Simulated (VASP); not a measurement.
# CO2 (P4_2/mnm) in VASP: further runs

The runs below take CO2 through single point, with PBE, r2SCAN.

All numbers are computed with VASP 6.6.1; they aren't measurements. Logs are shortened: lines on timing, memory, paths and dates and some standing lists are left out, and cuts for length are marked.

## 1. The cell of the first run

It takes space group P4_2/mnm (No. 136, tetragonal). The conventional cell has a = 4.193 Å, b = 4.193 Å, c = 4.605 Å, α = 90.00°, β = 90.00°, γ = 90.00°. C (site symmetry mmm) has 2 O at 1.16 Å within 1.6 Å. O (site symmetry m2m) has 1 C at 1.16 Å within 1.6 Å.

## 2. Single point, PBE

INCAR

```
SYSTEM = CO2
  ALGO = Normal
  EDIFF = 1E-6
  ENCUT = 520
  GGA = PE
  ISIF = 2
  ISMEAR = 0
  LASPH = .True.
  LCHARG = .False.
  LREAL = .False.
  LWAVE = .False.
  NBANDS = 25
  NELM = 100
  PREC = Accurate
  SIGMA = 0.01
```

KPOINTS

```
k-points
0
Gamma
  6 6 6
  0 0 0
```

POSCAR

```
CO2
1.0
    4.1925577276      0.0000000000      0.0000000000
    0.0000000000      4.1925577276      0.0000000000
    0.0000000000      0.0000000000      4.6051146708
C O
2 4
Direct
    0.5000000000      0.5000000000      0.5000000000
    0.0000000000      0.0000000000      0.0000000000
    0.3042678626      0.6957321374      0.5000000000
    0.6957321374      0.3042678626      0.5000000000
    0.1957321374      0.1957321374      0.0000000000
    0.8042678626      0.8042678626      0.0000000000
```

Potentials or basis: VASP PAW PBE potentials, release 64 (C, O).

Launch:

```console
$ cat potpaw_PBE.64/C/POTCAR potpaw_PBE.64/O/POTCAR > POTCAR
$ mpirun -np 1 vasp_std > vasp.out
```

OUTCAR:

```text
SYSTEM = CO2
   EDIFF = 1E-6
   ENCUT = 520
   GGA = PE
   ISIF = 2
   ISMEAR = 0
   LASPH = .True.
   LREAL = .False.
   NELM = 100
   PREC = Accurate

 ion  position               nearest neighbor table
   1  0.500  0.500  0.500-   3 1.16   4 1.16
   2  0.000  0.000  0.000-   5 1.16   6 1.16
   3  0.304  0.696  0.500-   1 1.16
   4  0.696  0.304  0.500-   1 1.16
   5  0.196  0.196  0.000-   2 1.16
   6  0.804  0.804  0.000-   2 1.16

  LATTYP: Found a simple tetragonal cell.
 ALAT       =     4.1925577276
 C/A-ratio  =     1.0984022093

  Lattice vectors:

 A1 = (   4.1925577276,   0.0000000000,   0.0000000000)
 A2 = (   0.0000000000,   4.1925577276,   0.0000000000)
 A3 = (   0.0000000000,   0.0000000000,   4.6051146708)

Analysis of symmetry for initial positions (statically):
=====================================================================
 Subroutine PRICEL returns:
 Original cell was already a primitive cell.

 Routine SETGRP: Setting up the symmetry group for a
 simple tetragonal supercell.

 Subroutine GETGRP returns: Found 16 space group operations
 (whereof  8 operations were pure point group operations)
 out of a pool of 16 trial point group operations.

The static configuration has the point symmetry D_2h.
 The point group associated with its full space group is D_4h.

Analysis of symmetry for dynamics (positions and initial velocities):
=====================================================================
 Subroutine PRICEL returns:
 Original cell was already a primitive cell.

 Routine SETGRP: Setting up the symmetry group for a
 simple tetragonal supercell.

 Subroutine GETGRP returns: Found 16 space group operations
 (whereof  8 operations were pure point group operations)
 out of a pool of 16 trial point group operations.

The dynamic configuration has the point symmetry D_2h.
 The point group associated with its full space group is D_4h.

 Subroutine INISYM returns: Found 16 space group operations
 (whereof  8 operations are pure point group operations),
 and found     1 'primitive' translations

----------------------------------------------------------------------------------------

                                     Primitive cell

  volume of cell :      80.9466

  direct lattice vectors                    reciprocal lattice vectors
     4.192557728  0.000000000  0.000000000     0.238517885  0.000000000  0.000000000
     0.000000000  4.192557728  0.000000000     0.000000000  0.238517885  0.000000000
     0.000000000  0.000000000  4.605114671     0.000000000  0.000000000  0.217149859

  length of vectors
     4.192557728  4.192557728  4.605114671     0.238517885  0.238517885  0.217149859

  position of ions in fractional coordinates (direct lattice)
     0.500000000  0.500000000  0.500000000
     0.000000000  0.000000000  0.000000000
     0.304267863  0.695732137  0.500000000
     0.695732137  0.304267863  0.500000000
     0.195732137  0.195732137  0.000000000
     0.804267863  0.804267863  0.000000000

  ion indices of the primitive-cell ions
   primitive index   ion index
                 1           1
                 2           2
                 3           3
                 4           4
                 5           5
                 6           6

----------------------------------------------------------------------------------------

 KPOINTS: k-points

Automatic generation of k-mesh.
 Grid dimensions read from file:
 generate k-points for:    6    6    6

 Generating k-lattice:

  Cartesian coordinates                     Fractional coordinates (reciprocal lattice)
     0.039752981  0.000000000  0.000000000     0.166666667  0.000000000  0.000000000
     0.000000000  0.039752981  0.000000000     0.000000000  0.166666667  0.000000000
     0.000000000  0.000000000  0.036191643     0.000000000  0.000000000  0.166666667

  Length of vectors
     0.039752981  0.039752981  0.036191643

  Shift w.r.t. Gamma in fractional coordinates (k-lattice)
     0.000000000  0.000000000  0.000000000

 Subroutine IBZKPT returns following result:
 ===========================================

 Found     40 irreducible k-points:

 Following reciprocal coordinates:
            Coordinates               Weight
  0.000000  0.000000  0.000000      1.000000
  0.166667  0.000000  0.000000      4.000000
  0.333333  0.000000  0.000000      4.000000
  0.500000  0.000000  0.000000      2.000000
  0.166667  0.166667  0.000000      4.000000
  0.333333  0.166667  0.000000      8.000000
[... 16 lines left out ...]
  0.333333  0.000000  0.333333      8.000000
  0.500000  0.000000  0.333333      4.000000
 [... further k-points ...]
   k-points           NKPTS =     40   k-points in BZ     NKDIM =     40   number of bands    NBANDS=     25
   number of dos      NEDOS =    301   number of ions     NIONS =      6
   total plane-waves  NPLWV =  36864
   dimension x,y,z NGX =    32 NGY =   32 NGZ =   36
   dimension x,y,z NGXF=    64 NGYF=   64 NGZF=   72
   ions per type =               2   4
   NGX,Y,Z   is equivalent  to a cutoff of  12.69, 12.69, 13.00 a.u.
   NGXF,Y,Z  is equivalent  to a cutoff of  25.38, 25.38, 25.99 a.u.
 SYSTEM =  CO2
   PREC   = accura    normal or accurate (medium, high low for compatibility)
   ISTART =      0    job   : 0-new  1-cont  2-samecut
   ICHARG =      2    charge: 1-file 2-atom 10-const
   ISPIN  =      1    spin polarized calculation?
   LNONCOLLINEAR =      F non collinear calculations
   LSORBIT =      F    spin-orbit coupling
   LASPH  =      T    aspherical Exc in radial PAW
   ENCUT  =  520.0 eV  38.22 Ry    6.18 a.u.   7.80  7.80  8.56*2*pi/ulx,y,z
   NELM   =    100;   NELMIN=  2; NELMDL= -5     # of ELM steps
   EDIFF  = 0.1E-05   stopping-criterion for ELM
   LREAL  =      F    real-space projection
   EDIFFG = 0.1E-04   stopping-criterion for IOM
   NSW    =      0    number of steps for IOM
   IBRION =     -1    ionic relax: 0-MD 1-quasi-New 2-CG
   NFREE  =      0    steps in history (QN), initial steepest desc. (CG)
   ISIF   =      2    stress and relaxation
   ISYM   =      2    0-nonsym 1-usesym 2-fastsym
   POTIM  = 0.5000    time-step for ionic-motion
   TEBEG  =    0.0;   TEEND  =   0.0 temperature during run
   PSTRESS=    0.0 pullay stress
   NELECT =      32.0000    total number of electrons
   NUPDOWN=      -1.0000    fix difference up-down
   EMIN   =  10.00;   EMAX   =-10.00  energy-range for DOS
   EFERMI =   0.00;   METHOD = LEGACY
   ISMEAR =     0;   SIGMA  =   0.01  broadening in eV -4-tet -1-fermi 0-gaus
   EFERMI_NEDOS =   21; number of points for ismear=-14 and -15
   IALGO  =     38    algorithm
   IMIX   =      4    mixing-type and parameters
     AMIX     =   0.40;   BMIX     =  1.00
     AMIX_MAG =   1.60;   BMIX_MAG =  1.00
  volume/ion in A,a.u.               =      13.49        91.04
  Fermi-wavevector in a.u.,A,eV,Ry     =   1.201504  2.270514 19.641540  1.443612
  Thomas-Fermi vector in A             =   2.337311
   LORBIT       =      0    0 simple, 1 ext, 2 COOP (PROOUT), +10 PAW based schemes
   GGA     = PE    functional components
   LHFCALC =     F    Hartree Fock is set to
   AEXX    =    0.0000 exact exchange contribution
   IVDW    =     0    specifies the selected vdW correction
   LEPSILON=     F    determine dielectric tensor
   LRPA    =     F    only Hartree local field effects (RPA)
 non-spin polarized calculation
 Gauss-broadening in eV      SIGMA  =   0.01
  energy-cutoff  :      520.00
  volume of cell :       80.95
 maximum number of plane-waves:      2194
 NGX is ok and might be reduce to    32
   NGX = 15   NGY = 15   NGZ = 17

 number of electron      32.0000015 magnetization

 Free energy of the ion-electron system (eV)
  ---------------------------------------------------
  ext. energy  EPLUGINS =         0.00000000
  ---------------------------------------------------
  free energy    TOTEN  =       -45.90291272 eV

  energy without entropy =      -45.90291272  energy(sigma->0) =      -45.90291272

 E-fermi :  -2.8211     XC(G=0):  -8.2679

 val. band max:       -2.9210352011   @ k =   0.5000   0.5000   0.5000
 cond. band min:       3.7434511313   @ k =   0.0000   0.0000   0.0000
 fundamental gap:      6.6644863323
 Fermi energy:        -2.8210826695

 k-point     1 :       0.0000    0.0000    0.0000
  band No.  band energies     occupation
      1     -23.8977      2.00000
      2     -23.5656      2.00000
      3     -22.6506      2.00000
      4     -22.6506      2.00000
      5      -8.5282      2.00000
      6      -8.1377      2.00000
[... 17 lines left out ...]
     24      12.8063      0.00000
     25      13.0387      0.00000

 k-point     2 :       0.1667    0.0000    0.0000
  band No.  band energies     occupation
      1     -23.8681      2.00000
      2     -23.5774      2.00000
      3     -22.6610      2.00000
      4     -22.6578      2.00000
      5      -8.4768      2.00000
      6      -8.1892      2.00000
[... 17 lines left out ...]
     24      12.6518      0.00000
     25      12.9363      0.00000

 k-point     3 :       0.3333    0.0000    0.0000
  band No.  band energies     occupation
      1     -23.7907      2.00000
      2     -23.6189      2.00000
      3     -22.6799      2.00000
      4     -22.6742      2.00000
      5      -8.3603      2.00000
      6      -8.2645      2.00000
[... 552 lines left out ...]
 k-point    23 :       0.3333    0.0000    0.3333
  band No.  band energies     occupation
      1     -23.7425      2.00000
      2     -23.6561      2.00000
      3     -22.6830      2.00000
      4     -22.6796      2.00000
      5      -8.3775      2.00000
      6      -8.3276      2.00000
[... 17 lines left out ...]
     24      11.7737      0.00000
     25      12.6055      0.00000

 k-point    24 :       0.5000    0.0000    0.3333
  band No.  band energies     occupation
      1     -23.6878      2.00000
      2     -23.6878      2.00000
      3     -22.6921      2.00000
      4     -22.6921      2.00000
      5      -8.2173      2.00000
      6      -8.2173      2.00000
[... 17 lines left out ...]
     24      10.5763      0.00000
     25      12.5448      0.00000

 [... further k-points ...]

------------------------ aborting loop because EDIFF is reached ----------------------------------------

  FORCE on cell =-STRESS in cart. coord.  units (eV):
  Direction    XX          YY          ZZ          XY          YZ          ZX
  --------------------------------------------------------------------------------------
  -------------------------------------------------------------------------------------
  Total        4.4582657      4.4582657      1.1304454      0.0000000      0.0000000      0.0000000
  in kB       88.2425361     88.2425361     22.3749268      0.0000000      0.0000000      0.0000000
  external PRESSURE =      66.2866664 kB  Pullay stress =       0.0000000 kB

 VOLUME and BASIS-vectors are now :
 -----------------------------------------------------------------------------
  energy-cutoff  :      520.00
  volume of cell :       80.95
      direct lattice vectors                 reciprocal lattice vectors
     4.192557728  0.000000000  0.000000000     0.238517885  0.000000000  0.000000000
     0.000000000  4.192557728  0.000000000     0.000000000  0.238517885  0.000000000
     0.000000000  0.000000000  4.605114671     0.000000000  0.000000000  0.217149859

 POSITION                                       TOTAL-FORCE (eV/Angst)
 -----------------------------------------------------------------------------------
      2.09628      2.09628      2.30256         0.000000      0.000000      0.000000
      0.00000      0.00000      0.00000         0.000000      0.000000      0.000000
      1.27566      2.91690      2.30256        -1.018965      1.018965      0.000000
      2.91690      1.27566      2.30256         1.018965     -1.018965      0.000000
      0.82062      0.82062      0.00000         1.018965      1.018965      0.000000
      3.37194      3.37194      0.00000        -1.018965     -1.018965      0.000000
 -----------------------------------------------------------------------------------
    total drift:                                0.000000     -0.000000     -0.000000

  FREE ENERGIE OF THE ION-ELECTRON SYSTEM (eV)
  ---------------------------------------------------
  free  energy   TOTEN  =       -45.9029127242 eV

  energy  without entropy=      -45.9029127242  energy(sigma->0) =      -45.90291272
```

It took 38 s on 1 thread of Intel Xeon Platinum 8488C (Sapphire Rapids), shared host; peak memory 0.2 GiB.

What came out:

| Item | Value |
| --- | --- |
| Free energy | -45.9029 eV |
| Pressure | 6.6 GPa |
| Largest force | 1.441 eV/Å |
| Band gap on the k mesh | 6.66 eV (least direct gap 7.16 eV) |

Forces on the atoms (eV/Å):
```
C    0.000  0.000  0.000
C    0.000  0.000  0.000
O   -1.019  1.019  0.000
O    1.019 -1.019  0.000
O    1.019  1.019  0.000
O   -1.019 -1.019  0.000
```

Levels at points of the mesh, in eV from the valence-band top:
| k point | band 13 | band 14 | band 15 | band 16 | band 17 | band 18 | band 19 | band 20 |
| --- | --- | --- | --- | --- | --- | --- | --- | --- |
| (0.00, 0.00, 0.00) | -1.47 | -0.55 | -0.49 | -0.49 | 6.66 | 7.52 | 8.00 | 8.00 |
| (0.50, 0.00, 0.00) | -0.55 | -0.55 | -0.50 | -0.50 | 8.19 | 8.19 | 8.29 | 8.29 |
| (0.50, 0.50, 0.00) | -0.69 | -0.69 | 0.00 | 0.00 | 8.33 | 8.33 | 8.43 | 8.43 |
| (0.00, 0.00, 0.50) | -1.03 | -1.03 | -0.49 | -0.49 | 7.95 | 7.95 | 8.15 | 8.15 |
| (0.50, 0.00, 0.50) | -0.94 | -0.94 | -0.27 | -0.27 | 8.02 | 8.02 | 8.58 | 8.58 |
| (0.50, 0.50, 0.50) | -0.52 | -0.52 | 0.00 | 0.00 | 7.75 | 7.75 | 8.43 | 8.43 |

Caveat: the stress differs along the axes, from 2 to 9 GPa; this functional lacks dispersion, which holds the molecules together, so the pressure and a relaxed volume are unreliable; forces of over 1 eV/Å act on the atoms, so gaps and moduli don't describe the material at rest. A k mesh can miss the band edges.

## 3. Single point, r2SCAN

POSCAR is that of step 2.

INCAR.step1

```
PREC     = Accurate       # precision mode
ENCUT    = 520            # plane-wave cutoff, eV
ISMEAR   = 0              # smearing method
SIGMA    = 0.01           # smearing width, eV
LREAL    = F              # projectors in reciprocal space
LASPH    = T              # aspherical terms in the spheres
NELM     = 60             # most SCF steps
NBANDS   = 25             # bands
GGA      = PE             # functional
ALGO     = Normal         # electronic algorithm
EDIFF    = 1E-4           # SCF threshold, eV
LWAVE    = T              # write WAVECAR
LCHARG   = F              # write CHGCAR
```

INCAR.step2

```
PREC     = Accurate       # precision mode
ENCUT    = 520            # plane-wave cutoff, eV
EDIFF    = 1E-6           # SCF threshold, eV
ISMEAR   = 0              # smearing method
SIGMA    = 0.01           # smearing width, eV
LREAL    = F              # projectors in reciprocal space
LASPH    = T              # aspherical terms in the spheres
NELM     = 60             # most SCF steps
ALGO     = Normal         # electronic algorithm
ISIF     = 2              # what is computed and relaxed
LWAVE    = F              # write WAVECAR
LCHARG   = F              # write CHGCAR
METAGGA  = R2SCAN         # meta-GGA
LMIXTAU  = T            
NBANDS   = 25             # bands
ISTART   = 1
```

KPOINTS

```
Automatic mesh
0
Gamma
  6 6 6
```

Potentials or basis: VASP PAW PBE potentials, release 64 (C, O).

Launch:

```console
$ cat potpaw_PBE.64/C/POTCAR potpaw_PBE.64/O/POTCAR > POTCAR
$ cp INCAR.step1 INCAR
$ mpirun -np 1 vasp_std > vasp.out
$ cp INCAR.step2 INCAR
$ mpirun -np 1 vasp_std > vasp.out
```

Run time: 2.5 min. Hardware: 1 thread of Intel Xeon Platinum 8488C (Sapphire Rapids), shared host; peak memory 0.21 GiB.

It converged, with:

```
Free energy            : -51.4573 eV
Pressure               : 2.6 GPa
Largest force          : 0.705 eV/Å
Band gap on the k mesh : 7.25 eV (least direct gap 7.76 eV)
```

Forces on the atoms (eV/Å):
```
C    0.000  0.000  0.000
C    0.000  0.000  0.000
O   -0.498  0.498  0.000
O    0.498 -0.498  0.000
O    0.498  0.498  0.000
O   -0.498 -0.498  0.000
```

Stress tensor (GPa, compression positive):
```
3.67 0.00 0.00
0.00 3.67 0.00
0.00 0.00 0.43
```

Levels at points of the mesh, in eV from the valence-band top:
| k point | band 12 | band 13 | band 14 | band 15 | band 16 | band 17 | band 18 | band 19 | band 20 | band 21 |
| --- | --- | --- | --- | --- | --- | --- | --- | --- | --- | --- |
| (0.00, 0.00, 0.00) | -3.56 | -1.50 | -0.56 | -0.51 | -0.51 | 7.25 | 8.19 | 8.65 | 8.65 | 10.00 |
| (0.50, 0.00, 0.00) | -3.96 | -0.56 | -0.56 | -0.51 | -0.51 | 8.86 | 8.86 | 9.00 | 9.00 | 10.19 |
| (0.50, 0.50, 0.00) | -4.05 | -0.71 | -0.71 | 0.00 | 0.00 | 9.05 | 9.05 | 9.15 | 9.15 | 10.74 |
| (0.00, 0.00, 0.50) | -3.94 | -1.05 | -1.05 | -0.50 | -0.50 | 8.67 | 8.67 | 8.81 | 8.81 | 9.65 |
| (0.50, 0.00, 0.50) | -3.66 | -0.96 | -0.96 | -0.27 | -0.27 | 8.71 | 8.71 | 9.29 | 9.29 | 10.74 |
| (0.50, 0.50, 0.50) | -3.94 | -0.53 | -0.53 | 0.00 | 0.00 | 8.43 | 8.43 | 9.16 | 9.16 | 12.33 |

Caveat: the PAW data sets were made with another functional, which shifts forces and pressure a little. A k mesh can miss the band edges.
